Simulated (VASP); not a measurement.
# Sr (Fd-3m) in VASP: a series of runs

Runs on Sr. Level: BLYP. Tasks: single point.

All numbers are computed with VASP 6.6.1; they aren't measurements. Logs are shortened: lines on timing, memory, paths and dates and some standing lists are left out, and cuts for length are marked.

## Step 1: The cell of the first run

The structure is cubic, space group Fd-3m (No. 227). The conventional cell has a = 9.663 Å, b = 9.663 Å, c = 9.663 Å, α = 90.00°, β = 90.00°, γ = 90.00°. Sr (site symmetry -43m) has 4 Sr at 4.18 Å within 5.5 Å.

This isn't the form of Sr at room conditions, which is fcc.

## Step 2: Single point, BLYP (112.77 Å³/atom)

Input file INCAR:

```
  AGGAC = 1.0
  AGGAX = 1.0
  ALDAC = 0.0
  ALDAX = 1.0
  ALGO = Normal
  EDIFF = 1E-7
  ENCUT = 520
  GGA = B5
  ISIF = 2
  ISMEAR = -1
  LASPH = T
  LCHARG = F
  LREAL = F
  LWAVE = F
  NBANDS = 17
  NELM = 80
  PREC = Accurate
  SIGMA = 0.1
```

Input file KPOINTS:

```
k-points
0
Gamma
  6 6 6
```

Input file POSCAR:

```
Sr
1.0
    0.0000000000      4.8313385502      4.8313385502
    4.8313385502      0.0000000000      4.8313385502
    4.8313385502      4.8313385502      0.0000000000
Sr
2
Direct
    0.1250000000      0.1250000000      0.1250000000
    0.8750000000      0.8750000000      0.8750000000
```

Potentials or basis: VASP PAW PBE potentials, release 64 (Sr_sv).

Command:

```bash
cat potpaw_PBE.64/Sr_sv/POTCAR > POTCAR
mpirun -np 1 vasp_std > vasp.out
```

OUTCAR:

```text
EDIFF = 1E-7
   ENCUT = 520
   GGA = B5
   ISIF = 2
   ISMEAR = -1
   LASPH = T
   LREAL = F
   NELM = 80
   PREC = Accurate

 ion  position               nearest neighbor table
   1  0.125  0.125  0.125-   2 4.18   2 4.18   2 4.18   2 4.18
   2  0.875  0.875  0.875-   1 4.18   1 4.18   1 4.18   1 4.18

  LATTYP: Found a face centered cubic cell.
 ALAT       =     9.6626771004

  Lattice vectors:

 A1 = (   0.0000000000,   4.8313385502,   4.8313385502)
 A2 = (   4.8313385502,   0.0000000000,   4.8313385502)
 A3 = (   4.8313385502,   4.8313385502,   0.0000000000)

Analysis of symmetry for initial positions (statically):
=====================================================================
 Subroutine PRICEL returns:
 Original cell was already a primitive cell.

 Routine SETGRP: Setting up the symmetry group for a
 face centered cubic supercell.

 Subroutine GETGRP returns: Found 48 space group operations
 (whereof 12 operations were pure point group operations)
 out of a pool of 48 trial point group operations.

The static configuration has the point symmetry D_3d.
 The point group associated with its full space group is O_h .

Analysis of symmetry for dynamics (positions and initial velocities):
=====================================================================
 Subroutine PRICEL returns:
 Original cell was already a primitive cell.

 Routine SETGRP: Setting up the symmetry group for a
 face centered cubic supercell.

 Subroutine GETGRP returns: Found 48 space group operations
 (whereof 12 operations were pure point group operations)
 out of a pool of 48 trial point group operations.

The dynamic configuration has the point symmetry D_3d.
 The point group associated with its full space group is O_h .

 Subroutine INISYM returns: Found 48 space group operations
 (whereof 12 operations are pure point group operations),
 and found     1 'primitive' translations

----------------------------------------------------------------------------------------

                                     Primitive cell

  volume of cell :     225.5446

  direct lattice vectors                    reciprocal lattice vectors
     0.000000000  4.831338550  4.831338550    -0.103490988  0.103490988  0.103490988
     4.831338550  0.000000000  4.831338550     0.103490988 -0.103490988  0.103490988
     4.831338550  4.831338550  0.000000000     0.103490988  0.103490988 -0.103490988

  length of vectors
     6.832544502  6.832544502  6.832544502     0.179251649  0.179251649  0.179251649

  position of ions in fractional coordinates (direct lattice)
     0.125000000  0.125000000  0.125000000
     0.875000000  0.875000000  0.875000000

  ion indices of the primitive-cell ions
   primitive index   ion index
                 1           1
                 2           2

----------------------------------------------------------------------------------------

 KPOINTS: k-points

Automatic generation of k-mesh.
 Grid dimensions read from file:
 generate k-points for:    6    6    6

 Generating k-lattice:

  Cartesian coordinates                     Fractional coordinates (reciprocal lattice)
    -0.017248498  0.017248498  0.017248498     0.166666667  0.000000000  0.000000000
     0.017248498 -0.017248498  0.017248498     0.000000000  0.166666667  0.000000000
     0.017248498  0.017248498 -0.017248498     0.000000000  0.000000000  0.166666667

  Length of vectors
     0.029875275  0.029875275  0.029875275

  Shift w.r.t. Gamma in fractional coordinates (k-lattice)
     0.000000000  0.000000000  0.000000000

 Subroutine IBZKPT returns following result:
 ===========================================

 Found     16 irreducible k-points:

 Following reciprocal coordinates:
            Coordinates               Weight
  0.000000  0.000000  0.000000      1.000000
  0.166667  0.000000  0.000000      8.000000
  0.333333  0.000000  0.000000      8.000000
  0.500000  0.000000  0.000000      4.000000
  0.166667  0.166667  0.000000      6.000000
  0.333333  0.166667  0.000000     24.000000
[... 8 lines left out ...]
 -0.333333  0.333333  0.166667     24.000000
 -0.333333  0.500000  0.166667     12.000000
   k-points           NKPTS =     16   k-points in BZ     NKDIM =     16   number of bands    NBANDS=     17
   number of dos      NEDOS =    301   number of ions     NIONS =      2
   total plane-waves  NPLWV = 157464
   dimension x,y,z NGX =    54 NGY =   54 NGZ =   54
   dimension x,y,z NGXF=   108 NGYF=  108 NGZF=  108
   ions per type =               2
   NGX,Y,Z   is equivalent  to a cutoff of  13.14, 13.14, 13.14 a.u.
   NGXF,Y,Z  is equivalent  to a cutoff of  26.28, 26.28, 26.28 a.u.
 SYSTEM =  unknown system
   PREC   = accura    normal or accurate (medium, high low for compatibility)
   ISTART =      0    job   : 0-new  1-cont  2-samecut
   ICHARG =      2    charge: 1-file 2-atom 10-const
   ISPIN  =      1    spin polarized calculation?
   LNONCOLLINEAR =      F non collinear calculations
   LSORBIT =      F    spin-orbit coupling
   LASPH  =      T    aspherical Exc in radial PAW
   ENCUT  =  520.0 eV  38.22 Ry    6.18 a.u.  12.70 12.70 12.70*2*pi/ulx,y,z
   NELM   =     80;   NELMIN=  2; NELMDL= -5     # of ELM steps
   EDIFF  = 0.1E-06   stopping-criterion for ELM
   LREAL  =      F    real-space projection
   EDIFFG = 0.1E-05   stopping-criterion for IOM
   NSW    =      0    number of steps for IOM
   IBRION =     -1    ionic relax: 0-MD 1-quasi-New 2-CG
   NFREE  =      0    steps in history (QN), initial steepest desc. (CG)
   ISIF   =      2    stress and relaxation
   ISYM   =      2    0-nonsym 1-usesym 2-fastsym
   POTIM  = 0.5000    time-step for ionic-motion
   TEBEG  =    0.0;   TEEND  =   0.0 temperature during run
   PSTRESS=    0.0 pullay stress
   NELECT =      20.0000    total number of electrons
   NUPDOWN=      -1.0000    fix difference up-down
   EMIN   =  10.00;   EMAX   =-10.00  energy-range for DOS
   EFERMI =   0.00;   METHOD = LEGACY
   ISMEAR =    -1;   SIGMA  =   0.10  broadening in eV -4-tet -1-fermi 0-gaus
   EFERMI_NEDOS =   21; number of points for ismear=-14 and -15
   IALGO  =     38    algorithm
   IMIX   =      4    mixing-type and parameters
     AMIX     =   0.40;   BMIX     =  1.00
     AMIX_MAG =   1.60;   BMIX_MAG =  1.00
  volume/ion in A,a.u.               =     112.77       761.02
  Fermi-wavevector in a.u.,A,eV,Ry     =   0.730030  1.379557  7.251140  0.532944
  Thomas-Fermi vector in A             =   1.821899
   LORBIT       =      0    0 simple, 1 ext, 2 COOP (PROOUT), +10 PAW based schemes
   GGA     = B5    functional components
   LHFCALC =     F    Hartree Fock is set to
   AEXX    =    0.0000 exact exchange contribution
   IVDW    =     0    specifies the selected vdW correction
   LEPSILON=     F    determine dielectric tensor
   LRPA    =     F    only Hartree local field effects (RPA)
 non-spin polarized calculation
  energy-cutoff  :      520.00
  volume of cell :      225.54
 maximum number of plane-waves:      6116
 NGX is ok and might be reduce to    54
   NGX = 25   NGY = 25   NGZ = 25

 number of electron      20.0000000 magnetization

 Free energy of the ion-electron system (eV)
  ---------------------------------------------------
  ext. energy  EPLUGINS =         0.00000000
  ---------------------------------------------------
  free energy    TOTEN  =        -0.62585154 eV

  energy without entropy =       -0.52213555  energy(sigma->0) =       -0.57399354

 E-fermi :   0.1679     XC(G=0):  -4.6483

 val. band max:        0.0564837247   @ k =   0.3333   0.1667   0.0000
 cond. band min:       0.2000059197   @ k =  -0.3333   0.3333   0.0000
 fundamental gap:      0.1435221950
 Fermi energy:         0.1679404788

 k-point     1 :       0.0000    0.0000    0.0000
  band No.  band energies     occupation
      1     -37.4275      2.00000
      2     -37.4154      2.00000
      3     -19.4693      2.00000
      4     -19.4693      2.00000
      5     -19.4693      2.00000
      6     -19.4036      2.00000
[... 9 lines left out ...]
     16       1.4505      0.00001
     17       1.4505      0.00001

 k-point     2 :       0.1667    0.0000    0.0000
  band No.  band energies     occupation
      1     -37.4269      2.00000
      2     -37.4160      2.00000
      3     -19.4709      2.00000
      4     -19.4709      2.00000
      5     -19.4683      2.00000
      6     -19.4048      2.00000
[... 9 lines left out ...]
     16       1.4740      0.00000
     17       1.4740      0.00000

 k-point     3 :       0.3333    0.0000    0.0000
  band No.  band energies     occupation
      1     -37.4254      2.00000
      2     -37.4175      2.00000
      3     -19.4738      2.00000
      4     -19.4738      2.00000
      5     -19.4661      2.00000
      6     -19.4074      2.00000
[... 9 lines left out ...]
     16       1.6208      0.00000
     17       1.6208      0.00000

 k-point     4 :       0.5000    0.0000    0.0000
  band No.  band energies     occupation
      1     -37.4245      2.00000
      2     -37.4184      2.00000
      3     -19.4752      2.00000
      4     -19.4752      2.00000
      5     -19.4650      2.00000
      6     -19.4087      2.00000
[... 9 lines left out ...]
     16       1.7728      0.00000
     17       1.7728      0.00000
[... 183 lines left out ...]
      1     -37.4241      2.00000
      2     -37.4188      2.00000
      3     -19.4800      2.00000
      4     -19.4774      2.00000
      5     -19.4535      2.00000
      6     -19.4201      2.00000
[... 9 lines left out ...]
     16       1.5380      0.00000
     17       1.8836      0.00000

 k-point    15 :      -0.3333    0.3333    0.1667
  band No.  band energies     occupation
      1     -37.4230      2.00000
      2     -37.4199      2.00000
      3     -19.4814      2.00000
      4     -19.4788      2.00000
      5     -19.4484      2.00000
      6     -19.4252      2.00000
[... 9 lines left out ...]
     16       1.6116      0.00000
     17       2.0430      0.00000

 k-point    16 :      -0.3333    0.5000    0.1667
  band No.  band energies     occupation
      1     -37.4215      2.00000
      2     -37.4215      2.00000
      3     -19.4811      2.00000
      4     -19.4811      2.00000
      5     -19.4368      2.00000
      6     -19.4368      2.00000
[... 9 lines left out ...]
     16       1.3850      0.00001
     17       2.1713      0.00000

------------------------ aborting loop because EDIFF is reached ----------------------------------------

  FORCE on cell =-STRESS in cart. coord.  units (eV):
  Direction    XX          YY          ZZ          XY          YZ          ZX
  --------------------------------------------------------------------------------------
  -------------------------------------------------------------------------------------
  Total        0.5613360      0.5613360      0.5613360      0.0000000      0.0000000      0.0000000
  in kB        3.9875036      3.9875036      3.9875036      0.0000000      0.0000000      0.0000000
  external PRESSURE =       3.9875036 kB  Pullay stress =       0.0000000 kB

 VOLUME and BASIS-vectors are now :
 -----------------------------------------------------------------------------
  energy-cutoff  :      520.00
  volume of cell :      225.54
      direct lattice vectors                 reciprocal lattice vectors
     0.000000000  4.831338550  4.831338550    -0.103490988  0.103490988  0.103490988
     4.831338550  0.000000000  4.831338550     0.103490988 -0.103490988  0.103490988
     4.831338550  4.831338550  0.000000000     0.103490988  0.103490988 -0.103490988

 POSITION                                       TOTAL-FORCE (eV/Angst)
 -----------------------------------------------------------------------------------
      1.20783      1.20783      1.20783        -0.000000     -0.000000     -0.000000
      8.45484      8.45484      8.45484         0.000000      0.000000      0.000000
 -----------------------------------------------------------------------------------
    total drift:                               -0.000000      0.000000     -0.000000

  FREE ENERGIE OF THE ION-ELECTRON SYSTEM (eV)
  ---------------------------------------------------
  free  energy   TOTEN  =        -0.6258515394 eV

  energy  without entropy=       -0.5221355476  energy(sigma->0) =       -0.57399354
```

It took 3.8 min on 1 thread of AMD EPYC 7R13, shared host; peak memory 0.37 GiB.

Results:

- Free energy: -0.6259 eV
- Pressure: 0.4 GPa
- Band gap on the k mesh: zero (bands 10 and 11 overlap by 0.52 eV)

Caveat: the PAW data sets were made with another functional, which shifts forces and pressure a little.

## Step 3: Single point, BLYP (117.90 Å³/atom)

This run uses another cell than the first one, of 117.90 Å³/atom.

Input file INCAR:

```
SYSTEM = Sr
PREC     = Accurate       ! precision mode
ENCUT    = 520            ! plane-wave cutoff, eV
EDIFF    = 1E-6           ! SCF threshold, eV
ISMEAR   = -1             ! smearing method
SIGMA    = 0.1            ! smearing width, eV
LREAL    = .False.        ! projectors in reciprocal space
LASPH    = .True.         ! aspherical terms in the spheres
NELM     = 60             ! most SCF steps
ALGO     = Normal         ! electronic algorithm
ISIF     = 2              ! what is computed and relaxed
LWAVE    = .False.        ! write WAVECAR
LCHARG   = .True.         ! write CHGCAR
GGA      = B5             ! functional
ALDAX    = 1.0          
AGGAX    = 1.0          
AGGAC    = 1.0          
ALDAC    = 0.0          
LELF     = .True.         ! ELF
LVHAR    = .True.       
NBANDS   = 17             ! bands
```

Input file KPOINTS:

```
Automatic mesh
0
Gamma
  6 6 6
  0 0 0
```

Input file POSCAR:

```
Sr
1.0
    0.0000000000      4.9034587134      4.9034587134
    4.9034587134      0.0000000000      4.9034587134
    4.9034587134      4.9034587134      0.0000000000
Sr
2
Direct
    0.1250000000      0.1250000000      0.1250000000
    0.8750000000      0.8750000000      0.8750000000
```

Potentials or basis: VASP PAW PBE potentials, release 64 (Sr_sv).

Command:

```bash
cat potpaw_PBE.64/Sr_sv/POTCAR > POTCAR
mpirun -np 1 vasp_std > vasp.out
```

Run time: 3.6 min. Hardware: 1 thread of AMD EPYC 7R13, shared host; peak memory 0.37 GiB.

Results (log left out):

```yaml
Free_energy: -0.6472 eV
Pressure: 0.3 GPa
Band_gap_on_the_k_mesh: zero (bands 10 and 11 overlap by 0.48 eV)
```

Levels at points of the mesh, in eV from the Fermi level:
| k point | band 7 | band 8 | band 9 | band 10 | band 11 | band 12 | band 13 | band 14 |
| --- | --- | --- | --- | --- | --- | --- | --- | --- |
| (0.00, 0.00, 0.00) | -19.62 | -19.62 | -2.64 | 0.53 | 0.53 | 0.53 | 0.77 | 0.77 |
| (0.50, 0.00, 0.00) | -19.62 | -19.62 | -1.87 | -0.72 | 0.57 | 0.67 | 0.67 | 0.67 |
| (0.50, 0.50, 0.00) | -19.61 | -19.61 | -1.18 | -1.18 | 0.25 | 0.25 | 0.65 | 0.65 |

Caveat: the PAW data sets were made with another functional, which shifts forces and pressure a little.

[end of part 1 of 2]

The gap in the log of VASP goes by the Fermi energy; the results here count the filled bands.